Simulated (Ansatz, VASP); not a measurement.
Ga: VASP beside Ansatz

```
Ga
1.0
     1.34151   -3.90571    0.00000
     1.34151    3.90571    0.00000
    -0.11393    0.00000    3.32993
Ga
2
Cartesian
  1.3130 -2.8824 0.8325
  1.2561 2.8824 2.4974
```

Change from the starting cell: equal xx and yy strain of -3 %.

Alike in both runs: task single point; functional PBE; k mesh 14 × 14 × 11; occupations fermi-dirac, width 0.03 eV; no spin polarisation.

|  | VASP | Ansatz |
| --- | --- | --- |
| version | VASP 6.6.1 | Ansatz 0.2.0 |
| potentials or method | VASP PAW PBE potentials, release 64 (Ga_d), cutoff 520 eV | all-electron LAPW, scalar-relativistic |

|  | VASP | Ansatz | Ansatz less VASP |
| --- | --- | --- | --- |
| pressure (GPa) | 6.1 | 6.0 | -0.11 |
| traceless stress, the component that is largest in VASP (GPa) | -1.35 | -1.33 | +0.025 |
| rms of the force components (eV/Å) | 0.102 | 0.101 | -0.0009 |

Atom by atom the forces differ by 0.001 eV/Å (rms over components). Ansatz ran all-electron here, and VASP with PAW potentials.
